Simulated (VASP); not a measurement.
SnO2:

```
Sn O
1.0
     3.23058    0.00000    0.00000
    -1.61529    2.79776    0.00000
     0.00000    0.00000   10.79056
Sn O
2 4
Direct
  0.00000 0.00000 0.50000
  0.00000 0.00000 0.00000
  0.66667 0.33333 0.40586
  0.66667 0.33333 0.09414
  0.33333 0.66667 0.59414
  0.33333 0.66667 0.90586
```

Base run:

| Quantity | Value |
| --- | --- |
| Program | VASP 6.6.1 |
| Functional | BLYP |
| Potentials or basis | VASP PAW PBE potentials, release 64 (Sn_d, O) |
| Cutoff | 520 eV |
| k mesh | 6 × 6 × 2 |
| Occupations | gaussian, width 0.01 eV |
| Spin | no spin polarisation |

Its results: band gap on the k mesh 2.08 eV (least direct gap 2.46 eV); pressure 4.0 GPa; largest force 0.140 eV/Å.

Problem. The run is repeated on the same cell with these changes: functional from BLYP to LDA; potentials or basis from VASP PAW PBE potentials, release 64 (Sn_d, O) to VASP PAW LDA potentials, release 64 (Sn_d, O). What comes out?

Solution. Band gap on the k mesh 1.97 eV (least direct gap 2.38 eV); pressure -7.1 GPa; largest force 0.637 eV/Å.

Caveats: spin-orbit coupling is left out, which moves the levels of the heavy elements; the cell stands under pressure (at least some runs); the PAW data sets were made with another functional, which shifts forces and pressure a little (at least some runs); the cell stands under tension (at least some runs).

A k mesh can miss the band edges.
